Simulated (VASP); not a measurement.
# SrNiF6 (R-3m) in VASP: a series of runs, part 2 of 2

VASP 6.6.1. Earlier steps stand in the parts before.

## Step 3: Single point, LDA+U, collinear spin, zero start

File INCAR:

```
SYSTEM = SrNiF6
PREC = Accurate ; ENCUT = 600
EDIFF = 1E-6 ; ISMEAR = 0
SIGMA = 0.05 ; LREAL = .FALSE.
LASPH = .TRUE. ; NELM = 200
ALGO = Normal ; ISIF = 2
LWAVE = .FALSE. ; LCHARG = .FALSE.
ISPIN = 2 ; MAGMOM = 0 0 0 0 0 0 0 0
LORBIT = 11 ; LMAXMIX = 4
LDAU = .TRUE. ; LDAUTYPE = 1
LDAUL = -1 2 -1 ; LDAUU = 0 2 0
LDAUJ = 0 0.7 0 ; LDAUPRINT = 1
GGA = CA ; NBANDS = 49
GGA_COMPAT = .FALSE.
```

File KPOINTS:

```
regular mesh
0
G
  4 4 4
  0 0 0
```

File POSCAR:

```
SrNiF6
1.0
    3.5370014100      2.0420887200      2.2186700300
   -3.5370014100      2.0420887200      2.2186700300
    0.0000000000     -4.0841774300      2.2186700300
Sr Ni F
1 1 6
Direct
    0.5000000000      0.5000000000      0.5000000000
    0.0000000000      0.0000000000      0.0000000000
    0.2760000000      0.9160000000      0.2760000000
    0.2760000000      0.2760000000      0.9160000000
    0.9160000000      0.2760000000      0.2760000000
    0.7240000000      0.0840000000      0.7240000000
    0.0840000000      0.7240000000      0.7240000000
    0.7240000000      0.7240000000      0.0840000000
```

Potentials or basis: VASP PAW LDA potentials, release 64 (Sr_sv, Ni_sv_GW, F).

Command:

```sh
cat potpaw_LDA.64/Sr_sv/POTCAR potpaw_LDA.64/Ni_sv_GW/POTCAR potpaw_LDA.64/F/POTCAR > POTCAR
mpirun -np 1 vasp_std > vasp.out
```

OUTCAR:

```text
SYSTEM = SrNiF6
   PREC = Accurate
   ENCUT = 600
   EDIFF = 1E-6
   ISMEAR = 0
   LREAL = .FALSE.
   LASPH = .TRUE.
   NELM = 200
   ISIF = 2
   ISPIN = 2
   LORBIT = 11
   GGA = CA

 ion  position               nearest neighbor table
   1  0.500  0.500  0.500-   3 2.61   5 2.61   6 2.61   7 2.61   4 2.61   8 2.61   8 2.72   4 2.72
                             7 2.72   6 2.72   3 2.72   5 2.72   2 3.33   2 3.33
   2  0.000  0.000  0.000-   3 1.80   5 1.80   6 1.80   7 1.80   4 1.80   8 1.80   1 3.33   1 3.33

   3  0.276  0.916  0.276-   2 1.80   1 2.61   1 2.72
   4  0.276  0.276  0.916-   2 1.80   1 2.61   1 2.72
   5  0.916  0.276  0.276-   2 1.80   1 2.61   1 2.72
   6  0.724  0.084  0.724-   2 1.80   1 2.61   1 2.72
   7  0.084  0.724  0.724-   2 1.80   1 2.61   1 2.72
   8  0.724  0.724  0.084-   2 1.80   1 2.61   1 2.72

  LATTYP: Found a trigonal (rhomboedric) cell.
 ALAT       =     4.6479029698
 COS(alpha) =    -0.1582074533

  Lattice vectors:

 A1 = (   3.5370014100,   2.0420887200,   2.2186700300)
 A2 = (  -3.5370014100,   2.0420887200,   2.2186700300)
 A3 = (   0.0000000000,  -4.0841774300,   2.2186700300)

Analysis of symmetry for initial positions (statically):
=====================================================================
 Subroutine PRICEL returns:
 Original cell was already a primitive cell.

 Routine SETGRP: Setting up the symmetry group for a
 trigonal (rhombohedral) supercell.

 Subroutine GETGRP returns: Found 12 space group operations
 (whereof 12 operations were pure point group operations)
[... 230 lines left out ...]
      2     -65.0631      1.00000
      3     -65.0526      1.00000
      4     -65.0526      1.00000
      5     -32.0265      1.00000
      6     -22.3383      1.00000
[... 639 lines left out ...]
     46      12.6401      0.00000
     47      13.9672      0.00000
 Fermi energy:        -0.4637153549

 spin component 2

 k-point     1 :       0.0000    0.0000    0.0000
  band No.  band energies     occupation
      1    -104.1058      1.00000
      2     -65.0631      1.00000
      3     -65.0526      1.00000
      4     -65.0526      1.00000
      5     -32.0265      1.00000
      6     -22.3383      1.00000
[... 639 lines left out ...]
     46      12.6401      0.00000
     47      13.9672      0.00000
 [bands above 47 left out]

------------------------ aborting loop because EDIFF is reached ----------------------------------------

  FORCE on cell =-STRESS in cart. coord.  units (eV):
  Direction    XX          YY          ZZ          XY          YZ          ZX
  --------------------------------------------------------------------------------------
  -------------------------------------------------------------------------------------
  Total       -5.3206351     -5.3206351     -3.8992476      0.0000000     -0.0000000      0.0000000
  in kB      -88.6584741    -88.6584741    -64.9736985      0.0000000     -0.0000001      0.0000000
  external PRESSURE =     -80.7635489 kB  Pullay stress =       0.0000000 kB

 VOLUME and BASIS-vectors are now :
 -----------------------------------------------------------------------------
  energy-cutoff  :      600.00
  volume of cell :       96.15
      direct lattice vectors                 reciprocal lattice vectors
     3.537001410  2.042088720  2.218670030     0.141362680  0.081615782  0.150240157
    -3.537001410  2.042088720  2.218670030    -0.141362680  0.081615782  0.150240157
     0.000000000 -4.084177430  2.218670030     0.000000000 -0.163231563  0.150240157

 POSITION                                       TOTAL-FORCE (eV/Angst)
 -----------------------------------------------------------------------------------
      0.00000      0.00000      3.32801         0.000000      0.000000      0.000000
      0.00000      0.00000      0.00000         0.000000      0.000000      0.000000
     -2.26368      1.30694      3.25701        -0.682610      0.394105     -0.035571
      0.00000     -2.61387      3.25701         0.000000     -0.788210     -0.035571
      2.26368      1.30694      3.25701         0.682610      0.394105     -0.035571
      2.26368     -1.30694      3.39900         0.682610     -0.394105      0.035571
     -2.26368     -1.30694      3.39900        -0.682610     -0.394105      0.035571
      0.00000      2.61387      3.39900         0.000000      0.788210      0.035571
 -----------------------------------------------------------------------------------
    total drift:                               -0.000000      0.000000     -0.000000

  FREE ENERGIE OF THE ION-ELECTRON SYSTEM (eV)
  ---------------------------------------------------
  free  energy   TOTEN  =       -42.0526986054 eV

  energy  without entropy=      -42.0526986054  energy(sigma->0) =      -42.05269861

 total charge

# of ion       s       p       d       f       tot
--------------------------------------------------
    1        1.986   5.765   0.130   0.000   7.881
    2        2.219   6.466   7.540   0.036  16.262
    3        1.729   4.296   0.000   0.000   6.026
    4        1.729   4.296   0.000   0.000   6.026
    5        1.729   4.296   0.000   0.000   6.026
    6        1.729   4.296   0.000   0.000   6.026
    7        1.729   4.296   0.000   0.000   6.026
    8        1.729   4.296   0.000   0.000   6.026
--------------------------------------------------
tot         14.582  38.010   7.670   0.036  60.298

 magnetization (x)

# of ion       s       p       d       f       tot
--------------------------------------------------
    1        0.000  -0.000  -0.000   0.000  -0.000
    2       -0.000   0.000   0.000  -0.000   0.000
    3        0.000  -0.000   0.000   0.000  -0.000
    4        0.000  -0.000   0.000   0.000  -0.000
    5        0.000  -0.000   0.000   0.000  -0.000
    6        0.000  -0.000   0.000   0.000  -0.000
    7        0.000  -0.000   0.000   0.000  -0.000
    8        0.000  -0.000   0.000   0.000  -0.000
--------------------------------------------------
tot          0.000  -0.000   0.000  -0.000  -0.000
```

OSZICAR:

```text
N       E                     dE             d eps       ncg     rms          rms(c)
DAV:   1     0.670622142167E+03    0.67062E+03   -0.43271E+04  4462   0.320E+03
DAV:   2    -0.537625954434E+01   -0.67600E+03   -0.65059E+03  3979   0.757E+02
DAV:   3    -0.577309379849E+02   -0.52355E+02   -0.51736E+02  4158   0.314E+02
DAV:   4    -0.605018181642E+02   -0.27709E+01   -0.27422E+01  4624   0.566E+01
DAV:   5    -0.606541627321E+02   -0.15234E+00   -0.15195E+00  3448   0.555E+00    0.327E+01
DAV:   6    -0.603369147787E+02    0.31725E+00   -0.15348E+02  4240   0.418E+02    0.393E+01
DAV:   7    -0.431683430762E+02    0.17169E+02   -0.74300E+01  3752   0.431E+02    0.117E+01
DAV:   8    -0.421577022605E+02    0.10106E+01   -0.37982E+00  4776   0.971E+01    0.425E+00
DAV:   9    -0.420746813811E+02    0.83021E-01   -0.32492E-01  4248   0.236E+01    0.184E+00
DAV:  10    -0.420537242898E+02    0.20957E-01   -0.38702E-02  4376   0.139E+01    0.353E-01
DAV:  11    -0.420526851782E+02    0.10391E-02   -0.56675E-03  4264   0.413E+00    0.974E-02
DAV:  12    -0.420527177605E+02   -0.32582E-04   -0.39076E-04  4088   0.129E-01    0.613E-02
DAV:  13    -0.420527012796E+02    0.16481E-04   -0.51616E-05  4224   0.573E-01    0.236E-02
DAV:  14    -0.420526985550E+02    0.27246E-05   -0.12193E-05  3728   0.249E-01    0.470E-03
DAV:  15    -0.420526986054E+02   -0.50366E-07   -0.44751E-07  2040   0.709E-03
   1 F= -.42052699E+02 E0= -.42052699E+02  d E =-.727091E-58  mag=    -0.0000
```

It took 2.7 min on 1 thread of Intel Xeon Platinum 8259CL at 2.50GHz (Skylake/Cascade Lake), shared host; peak memory 0.29 GiB.

What came out:

```
Free energy                                           : -42.0527 eV
Pressure                                              : -8.1 GPa
Largest force                                         : 0.789 eV/Å
Band gap on the k mesh                                : 1.30 eV (least direct gap 1.31 eV)
Net moment                                            : 0.00 μB per cell
Valence electrons inside the program's atomic spheres : Sr 7.88; Ni 16.26; F 6.03
```

Forces on the atoms (eV/Å):
```
Sr   0.000  0.000  0.000
Ni   0.000  0.000  0.000
F   -0.683  0.394 -0.036
F    0.000 -0.788 -0.036
F    0.683  0.394 -0.036
F    0.683 -0.394  0.036
F   -0.683 -0.394  0.036
F    0.000  0.788  0.036
```

Stress tensor (GPa, compression positive):
```
-8.87  0.00  0.00
 0.00 -8.87  0.00
 0.00  0.00 -6.50
```

Eigenvalues of the final occupation matrices:
| site | spin | trace | eigenvalues |
| --- | --- | --- | --- |
| site 2 d | 1 | 3.79 | 0.47 0.47 0.95 0.95 0.95 |
| site 2 d | 2 | 3.79 | 0.47 0.47 0.95 0.95 0.95 |

Caveat: the cell stands under tension. A k mesh can miss the band edges.

## Step 4: Single point, LDA+U, collinear spin, ferromagnetic start

File INCAR:

```
SYSTEM = SrNiF6
PREC = Accurate ; ENCUT = 600
EDIFF = 1E-6 ; ISMEAR = 0
SIGMA = 0.05 ; LREAL = .False.
LASPH = .True. ; NELM = 200
ALGO = Normal ; ISIF = 2
LWAVE = .False. ; LCHARG = .True.
ISPIN = 2 ; MAGMOM = 0 4 0 0 0 0 0 0
LORBIT = 11 ; LMAXMIX = 4
LDAU = .True. ; LDAUTYPE = 1
LDAUL = -1 2 -1 ; LDAUU = 0 2 0
LDAUJ = 0 0.7 0 ; LDAUPRINT = 1
LELF = .True. ; LVHAR = .True.
NBANDS = 49 ; GGA_COMPAT = .False.
```

File KPOINTS:

```
Automatic mesh
0
Gamma
  4 4 4
  0 0 0
```

POSCAR is that of step 3.

Potentials or basis: VASP PAW LDA potentials, release 64 (Sr_sv, Ni_sv_GW, F).

Command:

```sh
cat potpaw_LDA.64/Sr_sv/POTCAR potpaw_LDA.64/Ni_sv_GW/POTCAR potpaw_LDA.64/F/POTCAR > POTCAR
mpirun -np 1 vasp_std > vasp.out
```

OUTCAR:

```text
SYSTEM = SrNiF6
   PREC = Accurate
   ENCUT = 600
   EDIFF = 1E-6
   ISMEAR = 0
   LREAL = .False.
   LASPH = .True.
   NELM = 200
   ISIF = 2
   ISPIN = 2
   LORBIT = 11

 ion  position               nearest neighbor table
   1  0.500  0.500  0.500-   3 2.61   5 2.61   6 2.61   7 2.61   4 2.61   8 2.61   8 2.72   4 2.72
                             7 2.72   6 2.72   3 2.72   5 2.72   2 3.33   2 3.33
   2  0.000  0.000  0.000-   3 1.80   5 1.80   6 1.80   7 1.80   4 1.80   8 1.80   1 3.33   1 3.33

   3  0.276  0.916  0.276-   2 1.80   1 2.61   1 2.72
   4  0.276  0.276  0.916-   2 1.80   1 2.61   1 2.72
   5  0.916  0.276  0.276-   2 1.80   1 2.61   1 2.72
   6  0.724  0.084  0.724-   2 1.80   1 2.61   1 2.72
   7  0.084  0.724  0.724-   2 1.80   1 2.61   1 2.72
   8  0.724  0.724  0.084-   2 1.80   1 2.61   1 2.72

  LATTYP: Found a trigonal (rhomboedric) cell.
 ALAT       =     4.6479029698
 COS(alpha) =    -0.1582074533

  Lattice vectors:

 A1 = (   3.5370014100,   2.0420887200,   2.2186700300)
 A2 = (  -3.5370014100,   2.0420887200,   2.2186700300)
 A3 = (   0.0000000000,  -4.0841774300,   2.2186700300)

Analysis of symmetry for initial positions (statically):
=====================================================================
 Subroutine PRICEL returns:
 Original cell was already a primitive cell.

 Routine SETGRP: Setting up the symmetry group for a
 trigonal (rhombohedral) supercell.

 Subroutine GETGRP returns: Found 12 space group operations
 (whereof 12 operations were pure point group operations)
 out of a pool of 12 trial point group operations.

The static configuration has the point symmetry D_3d.

Analysis of symmetry for dynamics (positions and initial velocities):
=====================================================================
 Subroutine PRICEL returns:
 Original cell was already a primitive cell.

 Routine SETGRP: Setting up the symmetry group for a
 trigonal (rhombohedral) supercell.

 Subroutine GETGRP returns: Found 12 space group operations
 (whereof 12 operations were pure point group operations)
 out of a pool of 12 trial point group operations.

The dynamic configuration has the point symmetry D_3d.

Analysis of structural, dynamic, and magnetic symmetry:
=====================================================================
 Subroutine PRICEL returns:
 Original cell was already a primitive cell.

 Routine SETGRP: Setting up the symmetry group for a
 trigonal (rhombohedral) supercell.

[... 172 lines left out ...]
  o =  0.4652  v =  0.0000  0.0000  0.0000  0.0000  0.0000  0.0000 -0.8113  0.0000 -0.0000  0.5846      0.0000  0.0000  0.0000  0.0000  0.0000  0.0000  0.0000  0.0000  0.0000  0.0000
  o =  0.4652  v = -0.5847  0.0000 -0.0000  0.8113 -0.0000  0.0000  0.0000  0.0000  0.0000  0.0000      0.0000  0.0000  0.0000  0.0000  0.0000  0.0000  0.0000  0.0000  0.0000  0.0000
  o =  0.4652  v =  0.0000 -0.8113  0.0000  0.0000  0.5847  0.0000  0.0000  0.0000  0.0000  0.0000      0.0000  0.0000  0.0000  0.0000  0.0000  0.0000  0.0000  0.0000  0.0000  0.0000
  o =  0.9504  v =  0.0000  0.0000  0.0000  0.0000  0.0000 -0.0000  0.0000 -1.0000 -0.0000  0.0000      0.0000  0.0000  0.0000  0.0000  0.0000  0.0000  0.0000  0.0000  0.0000  0.0000
  o =  0.9504  v =  0.0000  0.0000 -1.0000  0.0000  0.0000  0.0000  0.0000  0.0000  0.0000  0.0000      0.0000  0.0000  0.0000  0.0000  0.0000  0.0000  0.0000  0.0000  0.0000  0.0000
  o =  0.9525  v =  0.0000  0.0000  0.0000  0.0000  0.0000  0.0000 -0.5846 -0.0000  0.0000 -0.8113      0.0000  0.0000  0.0000  0.0000  0.0000  0.0000  0.0000  0.0000  0.0000  0.0000
  o =  0.9525  v =  0.0000  0.0000  0.0000  0.0000  0.0000  0.8113  0.0000  0.0000  0.5846  0.0000      0.0000  0.0000  0.0000  0.0000  0.0000  0.0000  0.0000  0.0000  0.0000  0.0000
  o =  0.9526  v =  0.0000  0.5847  0.0000  0.0000  0.8113  0.0000  0.0000  0.0000  0.0000  0.0000      0.0000  0.0000  0.0000  0.0000  0.0000  0.0000  0.0000  0.0000  0.0000  0.0000
  o =  0.9526  v = -0.8113  0.0000  0.0000 -0.5847  0.0000  0.0000  0.0000  0.0000  0.0000  0.0000      0.0000  0.0000  0.0000  0.0000  0.0000  0.0000  0.0000  0.0000  0.0000  0.0000

 number of electron      70.0000011 magnetization       0.0000628

 Free energy of the ion-electron system (eV)
  ---------------------------------------------------
  ext. energy  EPLUGINS =         0.00000000
  ---------------------------------------------------
  free energy    TOTEN  =       -42.05269847 eV

  energy without entropy =      -42.05269847  energy(sigma->0) =      -42.05269847

 E-fermi :  -0.5081     XC(G=0): -10.9280

 val. band max:       -1.0278040323   @ k =   0.5000   0.5000   0.0000
 cond. band min:       0.2763525980   @ k =   0.0000   0.0000   0.0000
 fundamental gap:      1.3041566304
 Fermi energy:        -0.5080516522

 spin component 1

 k-point     1 :       0.0000    0.0000    0.0000
  band No.  band energies     occupation
      1    -104.1064      1.00000
      2     -65.0637      1.00000
      3     -65.0533      1.00000
      4     -65.0533      1.00000
      5     -32.0265      1.00000
      6     -22.3382      1.00000
[... 639 lines left out ...]
     46      12.6402      0.00000
     47      13.9673      0.00000
 Fermi energy:        -0.5080516522

 spin component 2

 k-point     1 :       0.0000    0.0000    0.0000
  band No.  band energies     occupation
      1    -104.1064      1.00000
      2     -65.0637      1.00000
      3     -65.0532      1.00000
      4     -65.0532      1.00000
      5     -32.0265      1.00000
      6     -22.3382      1.00000
[... 639 lines left out ...]
     46      12.6401      0.00000
     47      13.9672      0.00000
 [bands above 47 left out]

------------------------ aborting loop because EDIFF is reached ----------------------------------------

  FORCE on cell =-STRESS in cart. coord.  units (eV):
  Direction    XX          YY          ZZ          XY          YZ          ZX
  --------------------------------------------------------------------------------------
  -------------------------------------------------------------------------------------
  Total       -5.2572536     -5.2572536     -3.8368932     -0.0000000     -0.0000000     -0.0000000
  in kB      -87.6023387    -87.6023388    -63.9346791     -0.0000000     -0.0000001     -0.0000000
  external PRESSURE =     -79.7131189 kB  Pullay stress =       0.0000000 kB

 VOLUME and BASIS-vectors are now :
 -----------------------------------------------------------------------------
  energy-cutoff  :      600.00
  volume of cell :       96.15
      direct lattice vectors                 reciprocal lattice vectors
     3.537001410  2.042088720  2.218670030     0.141362680  0.081615782  0.150240157
    -3.537001410  2.042088720  2.218670030    -0.141362680  0.081615782  0.150240157
     0.000000000 -4.084177430  2.218670030     0.000000000 -0.163231563  0.150240157

 POSITION                                       TOTAL-FORCE (eV/Angst)
 -----------------------------------------------------------------------------------
      0.00000      0.00000      3.32801        -0.000000     -0.000000     -0.000000
      0.00000      0.00000      0.00000        -0.000000     -0.000000      0.000000
     -2.26368      1.30694      3.25701        -0.682226      0.393883     -0.035297
      0.00000     -2.61387      3.25701        -0.000000     -0.787766     -0.035297
      2.26368      1.30694      3.25701         0.682226      0.393883     -0.035297
      2.26368     -1.30694      3.39900         0.682226     -0.393883      0.035297
     -2.26368     -1.30694      3.39900        -0.682226     -0.393883      0.035297
      0.00000      2.61387      3.39900        -0.000000      0.787766      0.035297
 -----------------------------------------------------------------------------------
    total drift:                               -0.000000      0.000000     -0.000000

  FREE ENERGIE OF THE ION-ELECTRON SYSTEM (eV)
  ---------------------------------------------------
  free  energy   TOTEN  =       -42.0526984669 eV

  energy  without entropy=      -42.0526984669  energy(sigma->0) =      -42.05269847

 total charge

# of ion       s       p       d       f       tot
--------------------------------------------------
    1        1.986   5.765   0.130   0.000   7.881
    2        2.219   6.466   7.541   0.036  16.262
    3        1.729   4.296   0.000   0.000   6.026
    4        1.729   4.296   0.000   0.000   6.026
    5        1.729   4.296   0.000   0.000   6.026
    6        1.729   4.296   0.000   0.000   6.026
    7        1.729   4.296   0.000   0.000   6.026
    8        1.729   4.296   0.000   0.000   6.026
--------------------------------------------------
tot         14.582  38.010   7.670   0.036  60.298

 magnetization (x)

# of ion       s       p       d       f       tot
--------------------------------------------------
    1        0.000   0.000  -0.000   0.000   0.000
    2        0.000   0.000   0.000   0.000   0.000
    3        0.000  -0.000   0.000   0.000  -0.000
    4        0.000  -0.000   0.000   0.000  -0.000
    5        0.000  -0.000   0.000   0.000  -0.000
    6        0.000  -0.000   0.000   0.000  -0.000
    7        0.000  -0.000   0.000   0.000  -0.000
    8        0.000  -0.000   0.000   0.000  -0.000
--------------------------------------------------
tot          0.000  -0.000  -0.000   0.000  -0.000
```

It took 2.2 min on 1 thread of Intel Xeon Platinum 8488C (Sapphire Rapids), shared host; peak memory 0.29 GiB.

Results:

* Free energy: -42.0527 eV
* Pressure: -8.0 GPa
* Largest force: 0.789 eV/Å
* Band gap on the k mesh: 1.30 eV (least direct gap 1.31 eV)
* Net moment: 0.00 μB per cell
* Valence electrons inside the program's atomic spheres: Sr 7.88; Ni 16.26; F 6.03

Forces in eV/Å, atoms in the order of the input:
```
Sr   0.000  0.000  0.000
Ni   0.000  0.000  0.000
F   -0.682  0.394 -0.035
F    0.000 -0.788 -0.035
F    0.682  0.394 -0.035
F    0.682 -0.394  0.035
F   -0.682 -0.394  0.035
F    0.000  0.788  0.035
```

Stress tensor (GPa, compression positive):
```
-8.76  0.00  0.00
 0.00 -8.76  0.00
 0.00  0.00 -6.39
```

Eigenvalues of the final occupation matrices:
```
    site  spin  trace               eigenvalues
site 2 d     1   3.79  0.47 0.47 0.95 0.95 0.95
site 2 d     2   3.79  0.47 0.47 0.95 0.95 0.95
```

Caveat: the cell stands under tension.
